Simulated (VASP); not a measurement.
Here is a VASP 6.6.1 calculation.

Contents of INCAR:

```
PREC = Accurate
ENCUT = 520
EDIFF = 1E-6
ISMEAR = 0
SIGMA = 0.02
LREAL = F
LASPH = T
NELM = 80
ALGO = Normal
ISIF = 2
LWAVE = F
LCHARG = F
NBANDS = 44
```

KPOINTS

```
Automatic mesh
0
Gamma
  6 6 4
```

POSCAR

```
SiO2
1.0
    4.9819900341      0.0000000000      0.0000000000
    0.0000000000      4.9819900341      0.0000000000
    0.0000000000      0.0000000000      6.9482816825
Si O
4 8
Direct
    0.7998683836      0.7998683836      0.5000000000
    0.7001316164      0.2998683836      0.2500000000
    0.2001316164      0.2001316164      0.0000000000
    0.2998683836      0.7001316164      0.7500000000
    0.2606908189      0.3954831178      0.8209446259
    0.1045168822      0.7606908189      0.5709446259
    0.7393091811      0.6045168822      0.3209446259
    0.8954831178      0.2393091811      0.0709446259
    0.7606908189      0.1045168822      0.4290553741
    0.6045168822      0.7393091811      0.6790553741
    0.2393091811      0.8954831178      0.9290553741
    0.3954831178      0.2606908189      0.1790553741
```

Potentials or basis: VASP PAW LDA potentials, release 64 (Si, O).

The run is started by

```sh
$ cat potpaw_LDA.64/Si/POTCAR potpaw_LDA.64/O/POTCAR > POTCAR
$ mpirun -np 1 vasp_std > vasp.out
```

(1) What does it give for the band gap on the k mesh?

(2) What does it give for the largest force?

Answers

(1) 5.51 eV, direct.

(2) 0.032 eV/Å.
